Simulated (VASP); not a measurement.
## Co: electric field gradients with LDA

The system is Co.

```
CELL_PARAMETERS angstrom
2.51900 0.00000 0.00000
-1.25950 2.18152 0.00000
0.00000 0.00000 4.09100
ATOMIC_POSITIONS crystal
Co 0.33333 0.66667 0.25000
Co 0.66667 0.33333 0.75000
```

- Program: VASP 6.6.1
- Task: electric field gradients
- Functional: LDA
- Potentials or basis: VASP PAW LDA potentials, release 64 (Co)
- Cutoff: 520 eV
- k mesh: 19 × 19 × 10
- Occupations: fermi-dirac, width 0.08 eV
- Spin: collinear spin, ferromagnetic start
- Starting moments: [2.0, 2.0] μB
- Dipole correction: no
- Further INCAR settings: ALGO = Normal; EDIFF = 1e-08; NBANDS = 20

The pressure is -24.4 GPa. The net moment is 3.15 μB per cell and the site moments are Co +1.58 μB. The valence electrons inside the program's atomic spheres are Co 8.22.

Stress tensor (GPa, compression positive):
```
-23.91   0.00   0.00
  0.00 -23.91   0.00
  0.00   0.00 -25.45
```

Levels at points of the mesh, in eV from the Fermi level:
Spin up:
```
           k point  band 7  band 8  band 9  band 10  band 11  band 12  band 13  band 14  band 15  band 16
(0.00, 0.00, 0.00)   -2.08   -1.72   -1.72    -0.68    -0.68    -0.08     6.08    21.75    23.91    23.91
(0.00, 0.00, 0.50)   -2.43   -2.43   -0.98    -0.98    -0.98    -0.98    14.55    14.55    22.43    22.43
```
Spin down:
| k point | band 5 | band 6 | band 7 | band 8 | band 9 | band 10 |
| --- | --- | --- | --- | --- | --- | --- |
| (0.00, 0.00, 0.00) | -0.93 | -0.59 | -0.59 | -0.18 | -0.18 | 0.06 |
| (0.00, 0.00, 0.50) | -0.99 | -0.99 | -0.99 | -0.99 | 0.64 | 0.64 |

Electric field gradients, principal values (V/Å²):
```
atom  least  middle  greatest (by size)
1 Co  1.327   1.327              -2.654
2 Co  1.327   1.327              -2.654
```

Run time: 3.8 min on 1 thread of Intel(R) Xeon(R) Platinum 8375C CPU @ 2.90GHz (Ice Lake) (shared host), peak memory 0.25 GiB.

Caveat: without QUAD_EFG the Cq values of the log hold for a quadrupole moment of 1 mb, not for the nuclei.
